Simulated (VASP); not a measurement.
# Li2Pt (P6/mmm) in VASP: further runs

Runs on Li2Pt. Level: LDA. Tasks: electric field gradients.

All numbers are computed with VASP 6.6.1; they aren't measurements. Logs are shortened: lines on timing, memory, paths and dates and some standing lists are left out, and cuts for length are marked.

## (1) The cell of the first run

It takes space group P6/mmm (No. 191, hexagonal). Conventional cell: a = 4.101 Å, b = 4.101 Å, c = 2.607 Å, α = 90.00°, β = 90.00°, γ = 120.00°. Li (site symmetry -6m2) has 5 Li at 2.37 to 2.61 Å and 6 Pt at 2.70 Å within 3.1 Å. Within 3.4 Å of Pt (site symmetry 6/mmm) lie 2 Pt at 2.61 Å and 12 Li at 2.70 Å.

## (2) Electric field gradients, LDA (volume scaled by 0.94)

Input file INCAR:

```
SYSTEM = Li2Pt
PREC     = Accurate       ! precision mode
ENCUT    = 520            ! plane-wave cutoff, eV
EDIFF    = 1E-8           ! SCF threshold, eV
ISMEAR   = -1             ! smearing method
SIGMA    = 0.03           ! smearing width, eV
LREAL    = .FALSE.        ! projectors in reciprocal space
LASPH    = .TRUE.         ! aspherical terms in the spheres
NELM     = 100            ! most SCF steps
ALGO     = Normal         ! electronic algorithm
ISIF     = 2              ! what is computed and relaxed
LWAVE    = .FALSE.        ! write WAVECAR
LCHARG   = .FALSE.        ! write CHGCAR
GGA      = CA             ! functional
LEFG     = .TRUE.       
NBANDS   = 15             ! bands
```

Input file KPOINTS:

```
regular mesh
0
G
  9 9 12
  0 0 0
```

Input file POSCAR:

```
Li2Pt
1.0
    4.1005464584      0.0000000000      0.0000000000
   -2.0502732292      3.5511774024      0.0000000000
    0.0000000000      0.0000000000      2.6066786353
Li Pt
2 1
Direct
    0.3333333333      0.6666666667      0.5000000000
    0.6666666667      0.3333333333      0.5000000000
    0.0000000000      0.0000000000      0.0000000000
```

Potentials or basis: VASP PAW LDA potentials, release 64 (Li_sv, Pt).

Started as:

```bash
cat potpaw_LDA.64/Li_sv/POTCAR potpaw_LDA.64/Pt/POTCAR > POTCAR
mpirun -np 1 vasp_std > vasp.out
```

OUTCAR:

```text
SYSTEM = Li2Pt
   PREC = Accurate
   ENCUT = 520
   EDIFF = 1E-8
   ISMEAR = -1
   LREAL = .FALSE.
   LASPH = .TRUE.
   NELM = 100
   ISIF = 2
   GGA = CA

 ion  position               nearest neighbor table
   1  0.333  0.667  0.500-   2 2.37   2 2.37   2 2.37   3 2.70   3 2.70   3 2.70   3 2.70   3 2.70
                             3 2.70
   2  0.667  0.333  0.500-   1 2.37   1 2.37   1 2.37   3 2.70   3 2.70   3 2.70   3 2.70   3 2.70
                             3 2.70
   3  0.000  0.000  0.000-   1 2.70   2 2.70   1 2.70   2 2.70   2 2.70   2 2.70   1 2.70   1 2.70
                             2 2.70   2 2.70   1 2.70   1 2.70

  LATTYP: Found a hexagonal cell.
 ALAT       =     4.1005464584
 C/A-ratio  =     0.6356905505

  Lattice vectors:

 A1 = (   4.1005464584,   0.0000000000,   0.0000000000)
 A2 = (  -2.0502732292,   3.5511774024,   0.0000000000)
 A3 = (   0.0000000000,   0.0000000000,   2.6066786353)

Analysis of symmetry for initial positions (statically):
=====================================================================
 Subroutine PRICEL returns:
 Original cell was already a primitive cell.

 Routine SETGRP: Setting up the symmetry group for a
 hexagonal supercell.

 Subroutine GETGRP returns: Found 24 space group operations
 (whereof 24 operations were pure point group operations)
 out of a pool of 24 trial point group operations.

The static configuration has the point symmetry D_6h.

Analysis of symmetry for dynamics (positions and initial velocities):
=====================================================================
 Subroutine PRICEL returns:
 Original cell was already a primitive cell.

 Routine SETGRP: Setting up the symmetry group for a
 hexagonal supercell.

 Subroutine GETGRP returns: Found 24 space group operations
 (whereof 24 operations were pure point group operations)
 out of a pool of 24 trial point group operations.

The dynamic configuration has the point symmetry D_6h.

 Subroutine INISYM returns: Found 24 space group operations
 (whereof 24 operations are pure point group operations),
 and found     1 'primitive' translations

----------------------------------------------------------------------------------------

                                     Primitive cell

  volume of cell :      37.9578

  direct lattice vectors                    reciprocal lattice vectors
     4.100546458  0.000000000  0.000000000     0.243869935  0.140798373  0.000000000
    -2.050273229  3.551177402  0.000000000     0.000000000  0.281596746  0.000000000
     0.000000000  0.000000000  2.606678635     0.000000000  0.000000000  0.383629952

  length of vectors
     4.100546458  4.100546458  2.606678635     0.281596746  0.281596746  0.383629952

  position of ions in fractional coordinates (direct lattice)
     0.333333333  0.666666667  0.500000000
     0.666666667  0.333333333  0.500000000
     0.000000000  0.000000000  0.000000000

  ion indices of the primitive-cell ions
   primitive index   ion index
                 1           1
                 2           2
                 3           3

----------------------------------------------------------------------------------------

 KPOINTS: regular mesh

Automatic generation of k-mesh.
 Grid dimensions read from file:
 generate k-points for:    9    9   12

 Generating k-lattice:

  Cartesian coordinates                     Fractional coordinates (reciprocal lattice)
     0.027096659  0.015644264  0.000000000     0.111111111  0.000000000  0.000000000
     0.000000000  0.031288527  0.000000000     0.000000000  0.111111111  0.000000000
     0.000000000  0.000000000  0.031969163     0.000000000  0.000000000  0.083333333

  Length of vectors
     0.031288527  0.031288527  0.031969163

  Shift w.r.t. Gamma in fractional coordinates (k-lattice)
     0.000000000  0.000000000  0.000000000

 Subroutine IBZKPT returns following result:
 ===========================================
[... 39 lines left out ...]
   PREC   = accura    normal or accurate (medium, high low for compatibility)
   ISTART =      0    job   : 0-new  1-cont  2-samecut
   ICHARG =      2    charge: 1-file 2-atom 10-const
   ISPIN  =      1    spin polarized calculation?
   LNONCOLLINEAR =      F non collinear calculations
   LSORBIT =      F    spin-orbit coupling
   LASPH  =      T    aspherical Exc in radial PAW
   ENCUT  =  520.0 eV  38.22 Ry    6.18 a.u.   7.62  7.62  4.85*2*pi/ulx,y,z
   NELM   =    100;   NELMIN=  2; NELMDL= -5     # of ELM steps
   EDIFF  = 0.1E-07   stopping-criterion for ELM
   LREAL  =      F    real-space projection
   EDIFFG = 0.1E-06   stopping-criterion for IOM
   NSW    =      0    number of steps for IOM
   IBRION =     -1    ionic relax: 0-MD 1-quasi-New 2-CG
   NFREE  =      0    steps in history (QN), initial steepest desc. (CG)
   ISIF   =      2    stress and relaxation
   ISYM   =      2    0-nonsym 1-usesym 2-fastsym
   POTIM  = 0.5000    time-step for ionic-motion
   TEBEG  =    0.0;   TEEND  =   0.0 temperature during run
   PSTRESS=    0.0 pullay stress
   NELECT =      16.0000    total number of electrons
   NUPDOWN=      -1.0000    fix difference up-down
   EMIN   =  10.00;   EMAX   =-10.00  energy-range for DOS
   EFERMI =   0.00;   METHOD = LEGACY
   ISMEAR =    -1;   SIGMA  =   0.03  broadening in eV -4-tet -1-fermi 0-gaus
   EFERMI_NEDOS =   21; number of points for ismear=-14 and -15
   IALGO  =     38    algorithm
   IMIX   =      4    mixing-type and parameters
     AMIX     =   0.40;   BMIX     =  1.00
     AMIX_MAG =   1.60;   BMIX_MAG =  1.00
  volume/ion in A,a.u.               =      12.65        85.38
  Fermi-wavevector in a.u.,A,eV,Ry     =   1.227480  2.319600 20.499983  1.506706
  Thomas-Fermi vector in A             =   2.362441
   LORBIT       =      0    0 simple, 1 ext, 2 COOP (PROOUT), +10 PAW based schemes
   GGA     = CA    functional components
   LHFCALC =     F    Hartree Fock is set to
   AEXX    =    0.0000 exact exchange contribution
   IVDW    =     0    specifies the selected vdW correction
   LEPSILON=     F    determine dielectric tensor
   LRPA    =     F    only Hartree local field effects (RPA)
 non-spin polarized calculation
  energy-cutoff  :      520.00
  volume of cell :       37.96
 maximum number of plane-waves:      1054
   NGX = 15   NGY = 15   NGZ =  9

 number of electron      15.9999996 magnetization

 Free energy of the ion-electron system (eV)
  ---------------------------------------------------
  ext. energy  EPLUGINS =         0.00000000
  ---------------------------------------------------
  free energy    TOTEN  =       -13.17231570 eV

  energy without entropy =      -13.16786891  energy(sigma->0) =      -13.17009230

 E-fermi :   5.6716     XC(G=0): -10.7329

 val. band max:        5.6486997195   @ k =   0.3333  -0.0000   0.4167
 cond. band min:       5.6953599426   @ k =   0.2222   0.2222   0.4167
 fundamental gap:      0.0466602231
 Fermi energy:         5.6715622419

 k-point     1 :       0.0000    0.0000    0.0000
  band No.  band energies     occupation
      1     -39.0205      2.00000
      2     -38.8762      2.00000
      3      -1.2618      2.00000
      4       0.9429      2.00000
      5       2.0914      2.00000
      6       2.0914      2.00000
      7       5.0285      2.00000
      8       5.0285      2.00000
      9       9.5810      0.00000
     10       9.5810      0.00000
     11      12.3132      0.00000
     12      12.3132      0.00000
     13      15.1340      0.00000
     14      16.4843      0.00000
[... 401 lines left out ...]
      2     -38.9451      2.00000
      3      -0.3054      2.00000
      4       2.5084      2.00000
      5       2.5177      2.00000
      6       2.5177      2.00000
      7       4.1806      2.00000
      8       4.1806      2.00000
      9       5.7011      0.54443
     10       5.7011      0.54443
     11      14.3094      0.00000
     12      17.1331      0.00000
     13      17.1331      0.00000
     14      20.8866      0.00000
     15      20.8874      0.00000

 [... further k-points ...]
[... 5 lines left out ...]
  --------------------------------------------------------------------------------------
  -------------------------------------------------------------------------------------
  Total       -0.0760066     -0.0760066      0.4773708      0.0000000     -0.0000000      0.0000000
  in kB       -3.2081920     -3.2081920     20.1495257      0.0000000     -0.0000000      0.0000000
  external PRESSURE =       4.5777139 kB  Pullay stress =       0.0000000 kB

 VOLUME and BASIS-vectors are now :
 -----------------------------------------------------------------------------
  energy-cutoff  :      520.00
  volume of cell :       37.96
      direct lattice vectors                 reciprocal lattice vectors
     4.100546458  0.000000000  0.000000000     0.243869935  0.140798373  0.000000000
    -2.050273229  3.551177402  0.000000000     0.000000000  0.281596746  0.000000000
     0.000000000  0.000000000  2.606678635     0.000000000  0.000000000  0.383629952

 POSITION                                       TOTAL-FORCE (eV/Angst)
 -----------------------------------------------------------------------------------
     -0.00000      2.36745      1.30334         0.000000      0.000000      0.000000
      2.05027      1.18373      1.30334        -0.000000      0.000000     -0.000000
      0.00000      0.00000      0.00000        -0.000000      0.000000      0.000000
 -----------------------------------------------------------------------------------
    total drift:                                0.000000      0.000000      0.000000

  FREE ENERGIE OF THE ION-ELECTRON SYSTEM (eV)
  ---------------------------------------------------
  free  energy   TOTEN  =       -13.1723156993 eV

  energy  without entropy=      -13.1678689052  energy(sigma->0) =      -13.17009230

 Electric field gradients (V/A^2)
---------------------------------------------------------------------
 ion       V_xx      V_yy      V_zz      V_xy      V_xz      V_yz
---------------------------------------------------------------------
   1      -0.129    -0.136     0.265    -0.006     0.000     0.000
   2      -0.129    -0.136     0.265    -0.006     0.000     0.000
   3     176.014   176.014  -352.028     0.001     0.000     0.000
---------------------------------------------------------------------

 Electric field gradients after diagonalization (V/A^2)
 (convention: |V_zz| > |V_xx| > |V_yy|)
----------------------------------------------------------------------
 ion       V_xx      V_yy      V_zz     asymmetry (V_yy - V_xx)/ V_zz
----------------------------------------------------------------------
   1      -0.140    -0.125     0.265       0.056
   2      -0.140    -0.125     0.265       0.056
   3     176.015   176.014  -352.028       0.000
----------------------------------------------------------------------

           NMR quadrupolar parameters

 Cq : quadrupolar parameter    Cq=e*Q*V_zz/h
 eta: asymmetry parameters     (V_yy - V_xx)/ V_zz
 Q  : nuclear electric quadrupole moment in mb (millibarn)
----------------------------------------------------------------------
 ion       Cq(MHz)       eta       Q (mb)
----------------------------------------------------------------------
   1       0.001       0.056       1.000
   2       0.001       0.056       1.000
   3      -0.851       0.000       1.000
----------------------------------------------------------------------
```

It took 18 s on 1 thread of Intel Xeon 6975P-C (Granite Rapids), shared host; peak memory 0.16 GiB.

What came out:

```
Free energy            : -13.1723 eV
Band gap on the k mesh : zero (band 8 reaches 6.79 eV, above the bottom of band 9 at 4.96 eV)
```

Levels at points of the mesh, in eV from the Fermi level:
```csv
k point,band 4,band 5,band 6,band 7,band 8,band 9,band 10,band 11,band 12,band 13
"(0.00, 0.00, 0.00)",-4.73,-3.58,-3.58,-0.64,-0.64,3.91,3.91,6.64,6.64,9.46
"(0.00, 0.00, 0.50)",-4.07,-4.07,-2.29,-2.29,0.62,3.12,6.55,6.55,7.38,10.99
```

Electric field gradients, principal values (V/Å²):
| atom | least | middle | greatest (by size) |
| --- | --- | --- | --- |
| 1 Li | -0.125 | -0.140 | 0.265 |
| 2 Li | -0.125 | -0.140 | 0.265 |
| 3 Pt | 176.014 | 176.015 | -352.028 |

Caveat: the cutoff is under 1.25 times the usual one of these potentials, so pressure, stress and relaxed cells hold a basis-set (Pulay) error; without QUAD_EFG the Cq values of the log hold for a quadrupole moment of 1 mb, not for the nuclei; spin-orbit coupling is left out, which moves the levels of the heavy elements.

[end of part 1 of 4]
